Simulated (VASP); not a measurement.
# TeAs2 (I4_1/amd) in VASP: single point with PBE

Aim: the single point of TeAs2 with PBE.

Everything below comes from runs of VASP 6.6.1. Logs are shortened: lines on timing, memory, paths and dates and some standing lists are left out, and cuts for length are marked.

### 1 The cell of the first run

It takes space group I4_1/amd (No. 141, tetragonal). Conventional cell: a = 7.113 Å, b = 7.113 Å, c = 5.881 Å, α = 90.00°, β = 90.00°, γ = 90.00°. Te (site symmetry -4m2) has 4 As at 2.83 Å within 3.7 Å. As (site symmetry 2/m) has 2 Te at 2.83 Å and 6 As at 2.91 to 3.56 Å within 3.7 Å.

### 2 Single point, PBE

Contents of INCAR:

```
PREC = Accurate ; ENCUT = 520
EDIFF = 1E-6 ; ISMEAR = 0
SIGMA = 0.1 ; LREAL = F
LASPH = T ; NELM = 100
ALGO = Normal ; ISIF = 2
LWAVE = F ; LCHARG = T
GGA = PE ; LELF = T
LVHAR = T ; NBANDS = 25
```

Contents of KPOINTS:

```
regular mesh
0
Gamma
  12 12 12
```

Contents of POSCAR:

```
TeAs2
1.0
   -3.5564540000      3.5564540000      2.9405160000
    3.5564540000     -3.5564540000      2.9405160000
    3.5564540000      3.5564540000     -2.9405160000
Te As
2 4
Direct
    0.7500000000      0.2500000000      0.5000000000
    0.0000000000      0.0000000000      0.0000000000
    0.3750000000      0.6250000000      0.2500000000
    0.3750000000      0.1250000000      0.7500000000
    0.3750000000      0.6250000000      0.7500000000
    0.8750000000      0.6250000000      0.2500000000
```

Potentials or basis: VASP PAW PBE potentials, release 64 (Te, As).

Run with:

```
cat potpaw_PBE.64/Te/POTCAR potpaw_PBE.64/As/POTCAR > POTCAR
mpirun -np 1 vasp_std > vasp.out
```

OUTCAR:

```text
PREC = Accurate
   ENCUT = 520
   EDIFF = 1E-6
   ISMEAR = 0
   LREAL = F
   LASPH = T
   NELM = 100
   ISIF = 2
   GGA = PE

 ion  position               nearest neighbor table
   1  0.750  0.250  0.500-   4 2.83   6 2.83   5 2.83   3 2.83
   2  0.000  0.000  0.000-   4 2.83   6 2.83   3 2.83   5 2.83
   3  0.375  0.625  0.250-   1 2.83   2 2.83   6 2.91   5 2.91   5 2.91   6 2.91
   4  0.375  0.125  0.750-   1 2.83   2 2.83   5 2.91   6 2.91   5 2.91   6 2.91
   5  0.375  0.625  0.750-   2 2.83   1 2.83   4 2.91   3 2.91   4 2.91   3 2.91
   6  0.875  0.625  0.250-   1 2.83   2 2.83   3 2.91   4 2.91   3 2.91   4 2.91

  LATTYP: Found a body centered tetragonal cell.
 ALAT       =     7.1129080000
 C/A-ratio  =     0.8268112001

  Lattice vectors:

 A1 = (  -3.5564540000,   3.5564540000,   2.9405160000)
 A2 = (   3.5564540000,  -3.5564540000,   2.9405160000)
 A3 = (   3.5564540000,   3.5564540000,  -2.9405160000)

Analysis of symmetry for initial positions (statically):
=====================================================================
 Subroutine PRICEL returns:
 Original cell was already a primitive cell.

 Routine SETGRP: Setting up the symmetry group for a
 body centered tetragonal supercell.

 Subroutine GETGRP returns: Found 16 space group operations
 (whereof  8 operations were pure point group operations)
 out of a pool of 16 trial point group operations.

The static configuration has the point symmetry D_2d.
 The point group associated with its full space group is D_4h.

Analysis of symmetry for dynamics (positions and initial velocities):
=====================================================================
 Subroutine PRICEL returns:
 Original cell was already a primitive cell.

 Routine SETGRP: Setting up the symmetry group for a
 body centered tetragonal supercell.

 Subroutine GETGRP returns: Found 16 space group operations
 (whereof  8 operations were pure point group operations)
 out of a pool of 16 trial point group operations.

The dynamic configuration has the point symmetry D_2d.
 The point group associated with its full space group is D_4h.

 Subroutine INISYM returns: Found 16 space group operations
 (whereof  8 operations are pure point group operations),
 and found     1 'primitive' translations

----------------------------------------------------------------------------------------

                                     Primitive cell
[... 101 lines left out ...]
   EDIFFG = 0.1E-04   stopping-criterion for IOM
   NSW    =      0    number of steps for IOM
   IBRION =     -1    ionic relax: 0-MD 1-quasi-New 2-CG
   NFREE  =      0    steps in history (QN), initial steepest desc. (CG)
   ISIF   =      2    stress and relaxation
   ISYM   =      2    0-nonsym 1-usesym 2-fastsym
   POTIM  = 0.5000    time-step for ionic-motion
   TEBEG  =    0.0;   TEEND  =   0.0 temperature during run
   PSTRESS=    0.0 pullay stress
   NELECT =      32.0000    total number of electrons
   NUPDOWN=      -1.0000    fix difference up-down
   EMIN   =  10.00;   EMAX   =-10.00  energy-range for DOS
   EFERMI =   0.00;   METHOD = LEGACY
   ISMEAR =     0;   SIGMA  =   0.10  broadening in eV -4-tet -1-fermi 0-gaus
   EFERMI_NEDOS =   21; number of points for ismear=-14 and -15
   IALGO  =     38    algorithm
   IMIX   =      4    mixing-type and parameters
     AMIX     =   0.40;   BMIX     =  1.00
     AMIX_MAG =   1.60;   BMIX_MAG =  1.00
  volume/ion in A,a.u.               =      24.80       167.33
  Fermi-wavevector in a.u.,A,eV,Ry     =   0.980887  1.853607 13.090692  0.962139
  Thomas-Fermi vector in A             =   2.111851
   LORBIT       =      0    0 simple, 1 ext, 2 COOP (PROOUT), +10 PAW based schemes
   GGA     = PE    functional components
   LHFCALC =     F    Hartree Fock is set to
   AEXX    =    0.0000 exact exchange contribution
   IVDW    =     0    specifies the selected vdW correction
   LEPSILON=     F    determine dielectric tensor
   LRPA    =     F    only Hartree local field effects (RPA)
 non-spin polarized calculation
 Gauss-broadening in eV      SIGMA  =   0.10
  energy-cutoff  :      520.00
  volume of cell :      148.77
 maximum number of plane-waves:      4035
 NGX is ok and might be reduce to    48
   NGX = 21   NGY = 21   NGZ = 21

 number of electron      31.9999998 magnetization

 Free energy of the ion-electron system (eV)
  ---------------------------------------------------
  ext. energy  EPLUGINS =         0.00000000
  ---------------------------------------------------
  free energy    TOTEN  =       -23.75168016 eV

  energy without entropy =      -23.73739701  energy(sigma->0) =      -23.74453859

 E-fermi :   5.6696     XC(G=0):  -9.8495

 val. band max:        5.6692042081   @ k =  -0.3333   0.2500  -0.0000
 cond. band min:       5.6775181819   @ k =  -0.1667   0.1667   0.0000
 fundamental gap:      0.0083139739
 Fermi energy:         5.6695663971

 k-point     1 :       0.0000    0.0000    0.0000
  band No.  band energies     occupation
      1      -8.3268      2.00000
      2      -5.1823      2.00000
      3      -4.5343      2.00000
      4      -4.5343      2.00000
      5      -3.7139      2.00000
      6      -3.2227      2.00000
[... 661 lines left out ...]
     24      10.3227      0.00000
     25      11.0998      0.00000

 [... further k-points ...]

------------------------ aborting loop because EDIFF is reached ----------------------------------------

  FORCE on cell =-STRESS in cart. coord.  units (eV):
  Direction    XX          YY          ZZ          XY          YZ          ZX
  --------------------------------------------------------------------------------------
  -------------------------------------------------------------------------------------
  Total       -0.2031044     -0.2031044     -1.3771722      0.0000000      0.0000000      0.0000000
  in kB       -2.1873179     -2.1873179    -14.8313576      0.0000000      0.0000000      0.0000000
  external PRESSURE =      -6.4019978 kB  Pullay stress =       0.0000000 kB

 VOLUME and BASIS-vectors are now :
 -----------------------------------------------------------------------------
  energy-cutoff  :      520.00
  volume of cell :      148.77
      direct lattice vectors                 reciprocal lattice vectors
    -3.556454000  3.556454000  2.940516000     0.000000000  0.140589475  0.170038184
     3.556454000 -3.556454000  2.940516000     0.140589475  0.000000000  0.170038184
     3.556454000  3.556454000 -2.940516000     0.140589475  0.140589475  0.000000000

 POSITION                                       TOTAL-FORCE (eV/Angst)
 -----------------------------------------------------------------------------------
      0.00000      3.55645      1.47026        -0.000000      0.000000      0.000000
      0.00000      0.00000      0.00000         0.000000     -0.000000     -0.000000
      1.77823     -0.00000      2.20539        -0.000000      0.000000      0.000000
      1.77823      3.55645     -0.73513        -0.000000      0.000000      0.000000
      3.55645      1.77823      0.73513        -0.000000      0.000000      0.000000
     -0.00000      1.77823      3.67564        -0.000000      0.000000      0.000000
 -----------------------------------------------------------------------------------
    total drift:                                0.000000     -0.000000      0.000000

  FREE ENERGIE OF THE ION-ELECTRON SYSTEM (eV)
  ---------------------------------------------------
  free  energy   TOTEN  =       -23.7516801633 eV

  energy  without entropy=      -23.7373970095  energy(sigma->0) =      -23.74453859
```

OSZICAR:

```text
N       E                     dE             d eps       ncg     rms          rms(c)
DAV:   1     0.123886238417E+03    0.12389E+03   -0.11994E+04  8150   0.105E+03
DAV:   2    -0.140619866000E+02   -0.13795E+03   -0.12939E+03 10395   0.162E+02
DAV:   3    -0.236078440933E+02   -0.95459E+01   -0.92638E+01 10529   0.428E+01
DAV:   4    -0.237530451199E+02   -0.14520E+00   -0.14461E+00  9398   0.605E+00
DAV:   5    -0.237553148202E+02   -0.22697E-02   -0.22687E-02 10480   0.850E-01    0.940E+00
DAV:   6    -0.237487800313E+02    0.65348E-02   -0.16834E-02  9497   0.803E-01    0.563E+00
DAV:   7    -0.237513709127E+02   -0.25909E-02   -0.23308E-02  9661   0.790E-01    0.547E-01
DAV:   8    -0.237516758375E+02   -0.30492E-03   -0.77355E-04  9793   0.147E-01    0.229E-01
DAV:   9    -0.237516797423E+02   -0.39048E-05   -0.15496E-04  9407   0.627E-02    0.190E-02
DAV:  10    -0.237516801633E+02   -0.42096E-06   -0.38003E-06  9720   0.103E-02
   1 F= -.23751680E+02 E0= -.23744539E+02  d E =-.142832E-01
```

Wall time 4.3 min (1 thread of Intel Xeon 6975P-C (Granite Rapids), shared host); peak memory 0.68 GiB.

Results:

```yaml
Free_energy: -23.7517 eV
Pressure: -0.6 GPa
Band_gap_on_the_k_mesh: zero (bands 16 and 17 overlap by 0.55 eV)
```

Levels at points of the mesh, in eV from the Fermi level:
| k point | band 12 | band 13 | band 14 | band 15 | band 16 | band 17 | band 18 | band 19 | band 20 | band 21 |
| --- | --- | --- | --- | --- | --- | --- | --- | --- | --- | --- |
| (0.00, 0.00, 0.00) | -2.73 | -2.73 | -2.10 | -2.10 | -0.66 | 1.69 | 3.03 | 3.03 | 3.89 | 3.96 |
| (0.50, 0.00, 0.00) | -2.00 | -1.54 | -0.88 | -0.35 | -0.34 | -0.14 | 0.22 | 1.40 | 1.65 | 2.81 |
| (0.50, 0.50, 0.00) | -2.06 | -1.12 | -1.12 | -0.96 | -0.96 | -0.22 | -0.22 | 2.01 | 2.01 | 3.48 |
| (0.50, 0.50, 0.50) | -2.77 | -0.75 | -0.75 | 0.07 | 0.07 | 0.15 | 0.15 | 0.72 | 0.72 | 2.75 |

Caveat: spin-orbit coupling is left out, which moves the levels of the heavy elements.
